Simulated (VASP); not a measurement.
A run of VASP 6.6.1 is set up as follows.

POSCAR

```
Sb3Au
1.0
    3.0077403325      0.0000000000      0.0000000000
    0.0000000000      3.0077403325      0.0000000000
    0.0000000000      0.0000000000     11.6012392530
Sb Au
3 1
Direct
    0.0000000000      0.0000000000      0.2312210000
    0.0000000000      0.0000000000      0.5000000000
    0.0000000000      0.0000000000      0.7687790000
    0.0000000000      0.0000000000      0.0000000000
```

INCAR.step1

```
  PREC = Accurate
  ENCUT = 520
  ISMEAR = 1
  SIGMA = 0.1
  LREAL = F
  LASPH = T
  NELM = 100
  NBANDS = 21
  GGA = PE
  ALGO = Normal
  EDIFF = 1E-4
  LWAVE = T
  LCHARG = F
```

INCAR.step2

```
  PREC = Accurate
  ENCUT = 520
  EDIFF = 1E-7
  ISMEAR = 1
  SIGMA = 0.1
  LREAL = F
  LASPH = T
  NELM = 100
  ALGO = Normal
  ISIF = 2
  LWAVE = F
  LCHARG = T
  METAGGA = R2SCAN
  LMIXTAU = T
  IVDW = 12
  VDW_S6 = 1.0
  VDW_S8 = 0.78981345
  VDW_A1 = 0.49484001
  VDW_A2 = 5.73083694
  LELF = T
  LVHAR = T
  NBANDS = 21
  ISTART = 1
```

The input KPOINTS:

```
Automatic mesh
0
Gamma
  8 8 2
```

Potentials or basis: VASP PAW PBE potentials, release 64 (Sb, Au).

Run with:

```console
$ cat potpaw_PBE.64/Sb/POTCAR potpaw_PBE.64/Au/POTCAR > POTCAR
$ cp INCAR.step1 INCAR
$ mpirun -np 1 vasp_std > vasp.out
$ cp INCAR.step2 INCAR
$ mpirun -np 1 vasp_std > vasp.out
```

Predict the pressure.

0.9 GPa.

Estimate the largest force.

0.104 eV/Å.

Forces on the atoms (eV/Å):
```
Sb   0.000  0.000  0.104
Sb   0.000  0.000  0.000
Sb   0.000  0.000 -0.104
Au   0.000  0.000  0.000
```

Caveat: three body term missing; the PAW data sets were made with another functional, which shifts forces and pressure a little.
